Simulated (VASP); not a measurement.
Set up this calculation in VASP 6.6.1, as the native input.

```yaml
Task: single point
Functional: PBE
Potentials_or_basis: VASP PAW PBE potentials, release 64 (Hf_pv, S)
Cutoff: 500 eV
k_mesh: 12 × 12 × 4
Occupations: fermi-dirac, width 0.02 eV
Spin: no spin polarisation
Dipole_correction: no
Further_INCAR_settings: ALGO = Normal; EDIFF = 1e-06; NBANDS = 18
```

The structure of HfS2 lies in POSCAR:

```
HfS2
1.0
    3.4850841201      0.0000000000      0.0000000000
   -1.7425420600      3.0181713824      0.0000000000
    0.0000000000      0.0000000000      5.9726340818
Hf S
1 2
Direct
    0.0000000000      0.0000000000      0.0000000000
    0.3333333333      0.6666666667      0.2512889463
    0.6666666667      0.3333333333      0.7487110537
```

This cell differs from its parent crystal: epitaxial xy strain -4.0%.

These files were run (other wordings do the same):

INCAR

```
SYSTEM = HfS2
ALGO = Normal
EDIFF = 1E-6
ENCUT = 500
GGA = PE
GGA_COMPAT = .FALSE.
ISIF = 2
ISMEAR = -1
LASPH = .TRUE.
LCHARG = .TRUE.
LELF = .TRUE.
LREAL = .FALSE.
LVHAR = .TRUE.
LWAVE = .FALSE.
NBANDS = 18
NELM = 120
PREC = Accurate
SIGMA = 0.02
```

KPOINTS

```
k-points
0
G
  12 12 4
  0 0 0
```

Potentials or basis: VASP PAW PBE potentials, release 64 (Hf_pv, S).

Command:

```bash
$ cat potpaw_PBE.64/Hf_pv/POTCAR potpaw_PBE.64/S/POTCAR > POTCAR
$ mpirun -np 1 vasp_std > vasp.out
```

It gave:

```json
{
  "Pressure": "6.9 GPa",
  "Largest force": "0.099 eV/Å",
  "Band gap on the k mesh": "0.56 eV (least direct gap 1.56 eV)"
}
```

Caveat: the cell differs from its parent crystal (epitaxial xy strain -4.0%); the cell stands under pressure; spin-orbit coupling is left out, which moves the levels of the heavy elements; this functional lacks dispersion, which binds the layers, so the pressure and a relaxed spacing across them are unreliable.

Wall time 120 s on 1 thread of Intel Xeon 8259CL, with other jobs on the host, peak memory 0.23 GiB.
